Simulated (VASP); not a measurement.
# CsSi4Sb2 (I4/mmm) in VASP: a series of runs

Runs on CsSi4Sb2. Level: PBE. Tasks: single point, relaxation of cell and atoms.

Everything below comes from runs of VASP 6.6.1. Logs are shortened: lines on timing, memory, paths and dates and some standing lists are left out, and cuts for length are marked.

## 1. The cell of the first run

The structure is tetragonal, space group I4/mmm (No. 139). Conventional cell: a = 7.258 Å, b = 7.258 Å, c = 7.603 Å, α = 90.00°, β = 90.00°, γ = 90.00°. Cs (site symmetry 4/mmm) has 8 Sb at 4.10 Å and 16 Si at 4.12 to 4.15 Å within 5.4 Å. Si (site symmetry m2m) has 2 Si at 2.37 Å and 2 Sb at 2.73 Å within 3.1 Å. Within 3.6 Å of Sb (site symmetry -4m2) lie 4 Si at 2.73 Å.

The cell was generated, and may not be a known phase.

## 2. Single point, PBE

Input file INCAR:

```
SYSTEM = CsSi4Sb2
PREC = Accurate ; ENCUT = 520
EDIFF = 1E-6 ; ISMEAR = 0
SIGMA = 0.2 ; LREAL = .FALSE.
LASPH = .TRUE. ; NELM = 80
ALGO = Fast ; ISIF = 2
LWAVE = .FALSE. ; LCHARG = .FALSE.
GGA = PE ; NBANDS = 26
```

Input file KPOINTS:

```
Automatic mesh
0
G
  4 4 4
  0 0 0
```

Input file POSCAR:

```
CsSi4Sb2
1.0
   -3.6288249195      3.6288249195      3.8015498042
    3.6288249195     -3.6288249195      3.8015498042
    3.6288249195      3.6288249195     -3.8015498042
Cs Si Sb
1 4 2
Direct
    0.0000000000      0.0000000000      0.0000000000
    0.7305608437      0.5000000000      0.2305608437
    0.5000000000      0.7305608437      0.2305608437
    0.5000000000      0.2694391563      0.7694391563
    0.2694391563      0.5000000000      0.7694391563
    0.2500000000      0.7500000000      0.5000000000
    0.7500000000      0.2500000000      0.5000000000
```

Potentials or basis: VASP PAW PBE potentials, release 64 (Cs_sv, Si, Sb).

Run with:

```bash
$ cat potpaw_PBE.64/Cs_sv/POTCAR potpaw_PBE.64/Si/POTCAR potpaw_PBE.64/Sb/POTCAR > POTCAR
$ mpirun -np 1 vasp_std > vasp.out
```

OUTCAR:

```text
SYSTEM = CsSi4Sb2
   PREC = Accurate
   ENCUT = 520
   EDIFF = 1E-6
   ISMEAR = 0
   LREAL = .FALSE.
   LASPH = .TRUE.
   NELM = 80
   ISIF = 2
   GGA = PE

 ion  position               nearest neighbor table
   1  0.000  0.000  0.000-
   2  0.731  0.500  0.231-   3 2.37   4 2.37   6 2.73   7 2.73
   3  0.500  0.731  0.231-   2 2.37   5 2.37   7 2.73   6 2.73
   4  0.500  0.269  0.769-   2 2.37   5 2.37   7 2.73   6 2.73
   5  0.269  0.500  0.769-   3 2.37   4 2.37   6 2.73   7 2.73
   6  0.250  0.750  0.500-   4 2.73   3 2.73   5 2.73   2 2.73
   7  0.750  0.250  0.500-   5 2.73   2 2.73   4 2.73   3 2.73

  LATTYP: Found a body centered tetragonal cell.
 ALAT       =     7.2576498390
 C/A-ratio  =     1.0475980210

  Lattice vectors:

 A1 = (  -3.6288249195,   3.6288249195,   3.8015498042)
 A2 = (   3.6288249195,  -3.6288249195,   3.8015498042)
 A3 = (   3.6288249195,   3.6288249195,  -3.8015498042)

Analysis of symmetry for initial positions (statically):
=====================================================================
 Subroutine PRICEL returns:
 Original cell was already a primitive cell.

 Routine SETGRP: Setting up the symmetry group for a
 body centered tetragonal supercell.

 Subroutine GETGRP returns: Found 16 space group operations
 (whereof 16 operations were pure point group operations)
 out of a pool of 16 trial point group operations.

The static configuration has the point symmetry D_4h.

Analysis of symmetry for dynamics (positions and initial velocities):
=====================================================================
 Subroutine PRICEL returns:
 Original cell was already a primitive cell.

 Routine SETGRP: Setting up the symmetry group for a
 body centered tetragonal supercell.

 Subroutine GETGRP returns: Found 16 space group operations
 (whereof 16 operations were pure point group operations)
 out of a pool of 16 trial point group operations.

The dynamic configuration has the point symmetry D_4h.

 Subroutine INISYM returns: Found 16 space group operations
 (whereof 16 operations are pure point group operations),
 and found     1 'primitive' translations

----------------------------------------------------------------------------------------

                                     Primitive cell

[... 89 lines left out ...]
   LREAL  =      F    real-space projection
   EDIFFG = 0.1E-04   stopping-criterion for IOM
   NSW    =      0    number of steps for IOM
   IBRION =     -1    ionic relax: 0-MD 1-quasi-New 2-CG
   NFREE  =      0    steps in history (QN), initial steepest desc. (CG)
   ISIF   =      2    stress and relaxation
   ISYM   =      2    0-nonsym 1-usesym 2-fastsym
   POTIM  = 0.5000    time-step for ionic-motion
   TEBEG  =    0.0;   TEEND  =   0.0 temperature during run
   PSTRESS=    0.0 pullay stress
   NELECT =      35.0000    total number of electrons
   NUPDOWN=      -1.0000    fix difference up-down
   EMIN   =  10.00;   EMAX   =-10.00  energy-range for DOS
   EFERMI =   0.00;   METHOD = LEGACY
   ISMEAR =     0;   SIGMA  =   0.20  broadening in eV -4-tet -1-fermi 0-gaus
   EFERMI_NEDOS =   21; number of points for ismear=-14 and -15
   IALGO  =     68    algorithm
   IMIX   =      4    mixing-type and parameters
     AMIX     =   0.40;   BMIX     =  1.00
     AMIX_MAG =   1.60;   BMIX_MAG =  1.00
  volume/ion in A,a.u.               =      28.61       193.04
  Fermi-wavevector in a.u.,A,eV,Ry     =   0.915335  1.729732 11.399474  0.837838
  Thomas-Fermi vector in A             =   2.040064
   LORBIT       =      0    0 simple, 1 ext, 2 COOP (PROOUT), +10 PAW based schemes
   GGA     = PE    functional components
   LHFCALC =     F    Hartree Fock is set to
   AEXX    =    0.0000 exact exchange contribution
   IVDW    =     0    specifies the selected vdW correction
   LEPSILON=     F    determine dielectric tensor
   LRPA    =     F    only Hartree local field effects (RPA)
 non-spin polarized calculation
 RMM-DIIS sequential band-by-band and
 Gauss-broadening in eV      SIGMA  =   0.20
  energy-cutoff  :      520.00
  volume of cell :      200.24
 maximum number of plane-waves:      5419
   NGX = 23   NGY = 23   NGZ = 23

 number of electron      35.0000000 magnetization

 Free energy of the ion-electron system (eV)
  ---------------------------------------------------
  ext. energy  EPLUGINS =         0.00000000
  ---------------------------------------------------
  free energy    TOTEN  =       -29.74938163 eV

  energy without entropy =      -29.68820742  energy(sigma->0) =      -29.71879453

 E-fermi :   5.4284     XC(G=0):  -8.8732

 val. band max:        5.3820325537   @ k =   0.2500   0.0000   0.0000
 cond. band min:       5.5678260777   @ k =   0.5000   0.2500  -0.0000
 fundamental gap:      0.1857935239
 Fermi energy:         5.4284091766

 k-point     1 :       0.0000    0.0000    0.0000
  band No.  band energies     occupation
      1     -17.1511      2.00000
      2      -6.8298      2.00000
      3      -4.1450      2.00000
      4      -4.0750      2.00000
      5      -4.0750      2.00000
      6      -4.0384      2.00000
[... 366 lines left out ...]
     25       7.9924      0.00000
     26       9.0578      0.00000

------------------------ aborting loop because EDIFF is reached ----------------------------------------

  FORCE on cell =-STRESS in cart. coord.  units (eV):
  Direction    XX          YY          ZZ          XY          YZ          ZX
  --------------------------------------------------------------------------------------
  -------------------------------------------------------------------------------------
  Total        0.1135280      0.1135280      0.4403921      0.0000000      0.0000000      0.0000000
  in kB        0.9083658      0.9083658      3.5236873      0.0000000      0.0000000      0.0000000
  external PRESSURE =       1.7801396 kB  Pullay stress =       0.0000000 kB

 VOLUME and BASIS-vectors are now :
 -----------------------------------------------------------------------------
  energy-cutoff  :      520.00
  volume of cell :      200.24
      direct lattice vectors                 reciprocal lattice vectors
    -3.628824919  3.628824919  3.801549804     0.000000000  0.137785650  0.131525306
     3.628824919 -3.628824919  3.801549804     0.137785650  0.000000000  0.131525306
     3.628824919  3.628824919 -3.801549804     0.137785650  0.137785650  0.000000000

 POSITION                                       TOTAL-FORCE (eV/Angst)
 -----------------------------------------------------------------------------------
      0.00000      0.00000      0.00000        -0.000000     -0.000000     -0.000000
     -0.00000      1.67333      3.80155        -0.000000     -0.015172     -0.000000
      1.67333     -0.00000      3.80155        -0.015172     -0.000000     -0.000000
      1.95550      3.62882      0.00000         0.015172      0.000000     -0.000000
      3.62882      1.95550      0.00000         0.000000      0.015172     -0.000000
      3.62882     -0.00000      1.90077        -0.000000      0.000000      0.000000
     -0.00000      3.62882      1.90077        -0.000000     -0.000000      0.000000
 -----------------------------------------------------------------------------------
    total drift:                                0.000000     -0.000000      0.000000

  FREE ENERGIE OF THE ION-ELECTRON SYSTEM (eV)
  ---------------------------------------------------
  free  energy   TOTEN  =       -29.7493816330 eV

  energy  without entropy=      -29.6882074211  energy(sigma->0) =      -29.71879453
```

OSZICAR:

```text
N       E                     dE             d eps       ncg     rms          rms(c)
DAV:   1     0.150512586489E+03    0.15051E+03   -0.12586E+04   676   0.108E+03
DAV:   2    -0.156421650600E+02   -0.16615E+03   -0.15905E+03   848   0.171E+02
DAV:   3    -0.302365759735E+02   -0.14594E+02   -0.14407E+02   878   0.511E+01
DAV:   4    -0.305014958835E+02   -0.26492E+00   -0.26438E+00   800   0.815E+00
DAV:   5    -0.305048811904E+02   -0.33853E-02   -0.33846E-02   868   0.103E+00    0.688E+00
RMM:   6    -0.298418975398E+02    0.66298E+00   -0.10768E+00   693   0.254E+00    0.398E+00
RMM:   7    -0.297610735028E+02    0.80824E-01   -0.52521E-01   751   0.205E+00    0.145E+00
RMM:   8    -0.297488398025E+02    0.12234E-01   -0.91011E-02   783   0.120E+00    0.217E-01
RMM:   9    -0.297490647219E+02   -0.22492E-03   -0.23193E-02   798   0.572E-01    0.163E-01
RMM:  10    -0.297492316667E+02   -0.16694E-03   -0.42630E-03   808   0.314E-01    0.499E-02
RMM:  11    -0.297493667021E+02   -0.13504E-03   -0.11628E-03   843   0.156E-01    0.421E-02
RMM:  12    -0.297493755586E+02   -0.88565E-05   -0.20672E-04   841   0.644E-02    0.119E-02
RMM:  13    -0.297493821538E+02   -0.65952E-05   -0.65269E-05   827   0.319E-02    0.438E-03
RMM:  14    -0.297493822166E+02   -0.62828E-07   -0.10565E-05   733   0.160E-02    0.515E-03
RMM:  15    -0.297493816330E+02    0.58361E-06   -0.30460E-06   610   0.877E-03
   1 F= -.29749382E+02 E0= -.29718795E+02  d E =-.611742E-01
```

It took 2.6 min on 1 thread of Oxide Virtual Turin-like, shared host; peak memory 0.31 GiB.

Results:

- Free energy: -29.7494 eV
- Pressure: 0.2 GPa
- Largest force: 0.015 eV/Å
- Band gap on the k mesh: zero (an odd number of electrons rules out a gap without spin polarisation)

Forces on the atoms (eV/Å):
```
Cs   0.000  0.000  0.000
Si   0.000 -0.015  0.000
Si  -0.015  0.000  0.000
Si   0.015  0.000  0.000
Si   0.000  0.015  0.000
Sb   0.000  0.000  0.000
Sb   0.000  0.000  0.000
```

Stress tensor (GPa, compression positive):
```
0.09 0.00 0.00
0.00 0.09 0.00
0.00 0.00 0.35
```

Caveat: spin-orbit coupling is left out, which moves the levels of the heavy elements.

## 3. Single point, PBE

This run uses another cell than the first one, of 28.93 Å³/atom.

Input file INCAR:

```
  ALGO = Fast
  EDIFF = 1E-7
  ENCUT = 520
  GGA = PE
  ISIF = 2
  ISMEAR = 0
  LASPH = True
  LCHARG = False
  LREAL = False
  LWAVE = False
  NBANDS = 26
  NELM = 80
  PREC = Accurate
  SIGMA = 0.2
```

Input file KPOINTS:

```
k-points
0
Gamma
  4 4 4
```

Input file POSCAR:

```
CsSi4Sb2
1.0
    3.6356618188      3.6356618188     -3.8303589477
   -3.6356618188      3.6356618188      3.8303589477
    3.6356618188     -3.6356618188      3.8303589477
Cs Si Sb
1 4 2
Direct
    0.0000000000      1.0000000000      0.0000000000
    0.2298687211      0.7298687211      0.5000000000
    0.2298687211      0.5000000000      0.7298687211
    0.7701312789      0.5000000000      0.2701312789
    0.7701312789      0.2701312789      0.5000000000
    0.5000000000      0.2500000000      0.7500000000
    0.5000000000      0.7500000000      0.2500000000
```

Potentials or basis: VASP PAW PBE potentials, release 64 (Cs_sv, Si, Sb).

Run with:

```bash
$ cat potpaw_PBE.64/Cs_sv/POTCAR potpaw_PBE.64/Si/POTCAR potpaw_PBE.64/Sb/POTCAR > POTCAR
$ mpirun -np 1 vasp_std > vasp.out
```

Wall time 4.1 min (1 thread of Oxide Virtual Turin-like, shared host); peak memory 0.32 GiB.

It converged, with:

* Free energy: -29.7490 eV
* Pressure: -0.2 GPa
* Largest force: 0.069 eV/Å
* Band gap on the k mesh: zero (an odd number of electrons rules out a gap without spin polarisation)

Forces in eV/Å, atoms in the order of the input:
```
Cs   0.000  0.000  0.000
Si   0.000  0.069  0.000
Si   0.069  0.000  0.000
Si  -0.069  0.000  0.000
Si   0.000 -0.069  0.000
Sb   0.000  0.000  0.000
Sb   0.000  0.000  0.000
```

Stress tensor (GPa, compression positive):
```
-0.16  0.00  0.00
 0.00 -0.16  0.00
 0.00  0.00 -0.29
```

Levels at points of the mesh, in eV from the Fermi level:
```tsv
k point	band 13	band 14	band 15	band 16	band 17	band 18	band 19	band 20	band 21	band 22
(0.00, 0.00, 0.00)	-3.62	-3.23	-2.89	-2.89	-0.71	0.46	0.72	1.19	1.19	1.80
(0.50, 0.00, 0.00)	-4.02	-3.17	-2.46	-2.06	-0.48	0.33	0.45	0.53	0.65	1.56
(0.00, 0.50, 0.00)	-3.99	-3.09	-2.56	-2.10	-1.00	0.20	0.69	1.13	1.18	1.73
(0.50, 0.50, 0.50)	-2.97	-1.62	-1.62	-1.62	-1.45	-1.45	-0.42	-0.42	1.93	2.36
```

Caveat: spin-orbit coupling is left out, which moves the levels of the heavy elements.

## 4. Single point, PBE

This run uses another cell than the first one, of 28.93 Å³/atom.

Input file INCAR:

```
SYSTEM = CsSi4Sb2
  ALGO = Fast
  EDIFF = 1E-6
  ENCUT = 520
  GGA = PE
  ISIF = 2
  ISMEAR = 0
  LASPH = .TRUE.
  LCHARG = .FALSE.
  LREAL = .FALSE.
  LWAVE = .FALSE.
  NBANDS = 26
  NELM = 80
  PREC = Accurate
  SIGMA = 0.1
```

Input file KPOINTS:

```
k-points
0
G
  6 6 6
  0 0 0
```

Input file POSCAR:

```
CsSi4Sb2
1.0
   -3.6356618188      3.6356618188      3.8303589477
    3.6356618188     -3.6356618188      3.8303589477
    3.6356618188      3.6356618188     -3.8303589477
Cs Si Sb
1 4 2
Direct
    0.0000000000      0.0000000000      0.0000000000
    0.7298687211      0.5000000000      0.2298687211
    0.5000000000      0.7298687211      0.2298687211
    0.5000000000      0.2701312789      0.7701312789
    0.2701312789      0.5000000000      0.7701312789
    0.2500000000      0.7500000000      0.5000000000
    0.7500000000      0.2500000000      0.5000000000
```

Run with:

```bash
$ cat potpaw_PBE.64/Cs_sv/POTCAR potpaw_PBE.64/Si/POTCAR potpaw_PBE.64/Sb/POTCAR > POTCAR
$ mpirun -np 1 vasp_std > vasp.out
```

It took 5.7 min on 1 thread of Oxide Virtual Turin-like, shared host; peak memory 0.38 GiB.

It converged, with:

* Free energy: -29.7076 eV
* Pressure: 0.1 GPa
* Largest force: 0.014 eV/Å
* Band gap on the k mesh: zero (an odd number of electrons rules out a gap without spin polarisation)

Forces on the atoms (eV/Å):
```
Cs   0.000  0.000  0.000
Si   0.000 -0.014  0.000
Si  -0.014  0.000  0.000
Si   0.014  0.000  0.000
Si   0.000  0.014  0.000
Sb   0.000  0.000  0.000
Sb   0.000  0.000  0.000
```

Levels at points of the mesh, in eV from the Fermi level:
| k point | band 15 | band 16 | band 17 | band 18 | band 19 | band 20 |
| --- | --- | --- | --- | --- | --- | --- |
| (0.00, 0.00, 0.00) | -2.91 | -2.91 | -0.73 | 0.44 | 0.70 | 1.17 |
| (0.50, 0.00, 0.00) | -2.58 | -2.12 | -1.02 | 0.18 | 0.66 | 1.11 |
| (0.50, 0.50, 0.00) | -2.48 | -2.07 | -0.51 | 0.30 | 0.43 | 0.51 |
| (0.50, 0.50, 0.50) | -1.64 | -1.64 | -1.47 | -1.47 | -0.45 | -0.45 |

Caveat: spin-orbit coupling is left out, which moves the levels of the heavy elements.

## 5. Relaxation of cell and atoms, PBE

This run uses another cell than the first one, of 22.17 Å³/atom.

Input file INCAR:

```
SYSTEM = CsSi4Sb2
PREC = Accurate
ENCUT = 600
EDIFF = 1E-6
ISMEAR = 0
SIGMA = 0.2
LREAL = .FALSE.
LASPH = .TRUE.
NELM = 60
ALGO = Normal
ISIF = 3
LWAVE = .FALSE.
LCHARG = .FALSE.
GGA = PE
IBRION = 2
NSW = 36
EDIFFG = -0.08
```

Input file KPOINTS:

```
Automatic mesh
0
G
  4 4 4
  0 0 0
```

Input file POSCAR:

```
CsSi4Sb2
1.0
   -3.5291704600      3.5291704600      3.1149842200
    3.5291704600     -3.5291704600      3.1149842200
    3.5291704600      3.5291704600     -3.1149842200
Cs Si Sb
1 4 2
Direct
    0.0000000000      0.0000000000      0.0000000000
    0.7428534000      0.5000000000      0.2428534000
    0.5000000000      0.7428534000      0.2428534000
    0.5000000000      0.2571466000      0.7571466000
    0.2571466000      0.5000000000      0.7571466000
    0.2500000000      0.7500000000      0.5000000000
    0.7500000000      0.2500000000      0.5000000000
```

Run with:

```bash
$ cat potpaw_PBE.64/Cs_sv/POTCAR potpaw_PBE.64/Si/POTCAR potpaw_PBE.64/Sb/POTCAR > POTCAR
$ mpirun -np 1 vasp_std > vasp.out
```

It took 15 min on 1 thread of Oxide Virtual Turin-like, shared host; peak memory 0.33 GiB.

The run converged. Its results:

| Item | Value |
| --- | --- |
| Free energy | -29.7473 eV |
| Relaxed volume | 28.84 Å³/atom |
| Relaxed cell | a = 6.405 Å, b = 6.405 Å, c = 6.405 Å, α = 110.97°, β = 110.97°, γ = 106.52° |
| Space group after relaxing (to 0.1 Å) | I4/mmm (No. 139) |
| Energy gained by relaxing | 581.2 meV/atom |
| Ionic steps | 9 |
| Pressure after relaxing | -0.1 GPa |
| Largest force after relaxing | 0.012 eV/Å |
| Band gap on the k mesh | zero (an odd number of electrons rules out a gap without spin polarisation) |

Forces on the atoms (eV/Å):
```
Cs   0.000  0.000  0.000
Si   0.000  0.012  0.000
Si   0.012  0.000  0.000
Si  -0.012  0.000  0.000
Si   0.000 -0.012  0.000
Sb   0.000  0.000  0.000
Sb   0.000  0.000  0.000
```

Stress tensor (GPa, compression positive):
```
-0.09  0.00  0.00
 0.00 -0.09  0.00
 0.00  0.00 -0.19
```

The path:
```
step  energy change (eV)  largest force (eV/Å)  pressure (GPa)  volume (Å³)
   1              0.0000                3.5337           22.76       155.19
   2             -3.5058                0.3638           -3.70       235.73
   3             -3.9297                0.1413           -0.53       204.61
   4             -3.9318                0.0702           -1.03       207.73
   5             -3.9326                0.0954           -0.85       206.59
   6             -4.0107                0.2487           -0.05       202.61
   7             -4.0204                0.4308            0.40       200.76
   8             -4.0559                0.2279            0.12       201.33
   9             -4.0681                0.0123           -0.12       201.91
```

Final structure:
```xyz
7
Lattice="-3.6296 3.6296 3.8315 3.6296 -3.6296 3.8315 3.6296 3.6296 -3.8315" Properties=species:S:1:pos:R:3 pbc="T T T"
Cs    0.0000    0.0000    0.0000
Si    0.0000    1.6736    3.8315
Si    1.6736    0.0000    3.8315
Si    1.9560    3.6296    0.0000
Si    3.6296    1.9560    0.0000
Sb    3.6296    0.0000    1.9158
Sb    0.0000    3.6296    1.9158
```

Levels at points of the mesh, in eV from the Fermi level:
```csv
k point,band 14,band 15,band 16,band 17,band 18,band 19,band 20,band 21
"(0.00, 0.00, 0.00)",-3.25,-2.89,-2.89,-0.71,0.46,0.74,1.20,1.20
"(0.50, 0.00, 0.00)",-3.11,-2.57,-2.10,-0.99,0.21,0.68,1.13,1.17
"(0.50, 0.50, 0.00)",-3.16,-2.47,-2.09,-0.49,0.33,0.47,0.52,0.67
"(0.50, 0.50, 0.50)",-1.61,-1.61,-1.60,-1.49,-1.43,-0.44,-0.44,1.96
```

Caveat: the volume moved by over 15 % at a fixed basis, so the end points are rough; spin-orbit coupling is left out, which moves the levels of the heavy elements.

## 6. Summary

| task | cell | k mesh | cutoff (eV) | smearing | gap on the mesh (eV) | pressure (GPa) | largest force (eV/Å) |
| --- | --- | --- | --- | --- | --- | --- | --- |
| single point | a = 6.387 Å, angles 110.8, 110.8, 106.9°, 7 atoms, atomic positions A | 4 × 4 × 4 | 520 | gaussian 0.2 eV | none | 0.2 | 0.02 |
| single point | a = 6.412 Å, angles 106.6, 110.9, 110.9°, 7 atoms, atomic positions B | 4 × 4 × 4 | 520 | gaussian 0.2 eV | none | -0.2 | 0.07 |
| single point | a = 6.412 Å, angles 110.9, 110.9, 106.6°, 7 atoms, atomic positions B | 6 × 6 × 6 | 520 | gaussian 0.1 eV | none | 0.1 | 0.01 |
| relaxation of cell and atoms | relaxed from a = 5.883 Å, angles 106.3, 106.3, 116.1°, 7 atoms, atomic positions C | 4 × 4 × 4 | 600 | gaussian 0.2 eV | none | -0.1 | 0.01 |

Alike in all rows: level PBE; potentials or basis VASP PAW PBE potentials, release 64 (Cs_sv, Si, Sb); no spin polarisation.

Caveats: spin-orbit coupling is left out, which moves the levels of the heavy elements; the volume moved by over 15 % at a fixed basis, so the end points are rough (at least some runs).

Total energies depend on the potentials used, so only differences within one code and one set of settings carry meaning.

The gap in the log of VASP goes by the Fermi energy; the results here count the filled bands.